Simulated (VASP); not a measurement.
W, 9 atoms in the cell. The cell holds a slab with vacuum, 9 atoms: a = 4.461 Å, b = 4.461 Å, c = 24.285 Å, α = 90.00°, β = 90.00°, γ = 120.00°. 

- Program: VASP 6.6.1
- Task: single point
- Functional: PBEsol
- Potentials or basis: VASP PAW PBE potentials, release 64 (W_sv)
- Cutoff: 520 eV
- k mesh: 9 × 9 × 1
- Occupations: gaussian, width 0.1 eV
- Spin: no spin polarisation
- Dipole correction: yes
- Further INCAR settings: ALGO = Normal; EDIFF = 1e-07; NBANDS = 73

Potentials or basis: VASP PAW PBE potentials, release 64 (W_sv).

Launch:

```sh
$ cat potpaw_PBE.64/W_sv/POTCAR > POTCAR
$ mpirun -np 1 vasp_std > vasp.out
```

Hardware: 1 thread of Intel(R) Xeon(R) Platinum 8488C (Sapphire Rapids), with other jobs on the host.

How long does it take, and how much memory?

Wall time 14 min on 1 thread of Intel(R) Xeon(R) Platinum 8488C (Sapphire Rapids), with other jobs on the host, peak memory 0.67 GiB. Counts: scf iterations 38, k points 12.
